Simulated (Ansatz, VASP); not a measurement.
**TaC3 in VASP and in Ansatz**

```
Ta C
1.0
     2.21911   -2.77031    0.00000
     2.21911    2.77031    0.00000
     0.00000    0.00000    2.99385
Ta C
1 3
Direct
  0.00000 0.00000 0.00000
  0.50000 0.50000 0.00000
  0.00000 0.50000 0.50000
  0.50000 0.00000 0.50000
```

Change from the starting cell: species swapped into the CdPt3 type (Cmmm, No. 65).

Alike in both runs: functional PBE; k mesh 4 × 4 × 6; occupations gaussian, width 0.1 eV; no spin polarisation.

Ansatz relaxed the structure, and its values are those at the end. VASP's run is a single point on that final structure, the one shown.

```csv
,VASP,Ansatz
version,VASP 6.6.1,Ansatz 0.2.0
potentials or method,"VASP PAW PBE potentials, release 64 (Ta_pv, C), cutoff 520 eV","scalar-relativistic, plane waves, PAW"
valence electrons in the cell,23,25
```

Ansatz gave:

* gap on the k mesh at the Fermi level (eV): none
* pressure (GPa): 0.0

Which values does VASP return?

gap on the k mesh at the Fermi level (eV): none; pressure (GPa): 0.6.

A gap of «none» marks a metal or a gap that the smearing closes. VASP's potentials hold 23 valence electrons a cell and Ansatz's 25, so a difference there can come from the potentials and not from the codes.

The k mesh is coarse, so the values compare programs but aren't converged. Neither program's run includes spin-orbit coupling.
